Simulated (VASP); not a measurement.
A run of VASP 6.6.1 is set up as follows.

Contents of INCAR:

```
  PREC = Accurate
  ENCUT = 520
  EDIFF = 1E-6
  ISMEAR = 0
  SIGMA = 0.05
  LREAL = F
  LASPH = T
  NELM = 80
  ALGO = Normal
  ISIF = 2
  LWAVE = F
  LCHARG = F
  GGA = PE
  NBANDS = 28
```

The input KPOINTS:

```
regular mesh
0
Gamma
  8 8 8
```

The input POSCAR:

```
SrTiO3
1.0
    3.7986351078      0.0000000000      0.0000000000
    0.0000000000      3.7986351078      0.0000000000
    0.0000000000      0.0000000000      4.2119580988
Sr Ti O
1 1 3
Direct
    0.0000000000      0.0000000000      0.0000000000
    0.5000000000      0.5000000000      0.5000000000
    0.0000000000      0.5000000000      0.5000000000
    0.5000000000      0.0000000000      0.5000000000
    0.5000000000      0.5000000000      0.0000000000
```

Potentials or basis: VASP PAW PBE potentials, release 64 (Sr_sv, Ti_sv, O).

Run with:

```console
$ cat potpaw_PBE.64/Sr_sv/POTCAR potpaw_PBE.64/Ti_sv/POTCAR potpaw_PBE.64/O/POTCAR > POTCAR
$ mpirun -np 1 vasp_std > vasp.out
```

(1) What does it give for the band gap on the k mesh?

(2) What does it give for the pressure?

Answers

(1) 1.63 eV, indirect (least direct gap 2.12 eV).

(2) 4.0 GPa.

Caveat: the cell differs from its parent crystal (mode 1 frozen in at +0.000 Å, strain +e along z and -e/2 along x and y +0.0700).
